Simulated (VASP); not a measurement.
Here is a VASP 6.6.1 calculation.

INCAR

```
SYSTEM = W
  PREC = Accurate
  ENCUT = 520
  EDIFF = 1E-6
  ISMEAR = -1
  SIGMA = 0.08
  LREAL = .False.
  LASPH = .True.
  NELM = 80
  ALGO = Normal
  ISIF = 2
  LWAVE = .False.
  LCHARG = .False.
  GGA = PE
  NBANDS = 28
```

Contents of KPOINTS:

```
regular mesh
0
Gamma
  9 9 1
  0 0 0
```

POSCAR

```
W
1.0
    4.5020337158      0.0000000000      0.0000000000
   -2.2510168579      3.8988755666      0.0000000000
    0.0000000000      0.0000000000     17.8379000000
W
3
Direct
    0.1666666667      0.3333333333      0.4737015133
    0.5000000000      1.0000000000      0.4999998315
    0.8333333333      0.6666666667      0.5262986550
```

Potentials or basis: VASP PAW PBE potentials, release 64 (W_sv).

Command:

```console
$ cat potpaw_PBE.64/W_sv/POTCAR > POTCAR
$ mpirun -np 1 vasp_std > vasp.out
```

Q: Estimate the largest force.

A: 0.026 eV/Å.

Forces in eV/Å, atoms in the order of the input:
```
W    0.000  0.000 -0.026
W    0.000  0.000  0.000
W    0.000  0.000  0.026
```
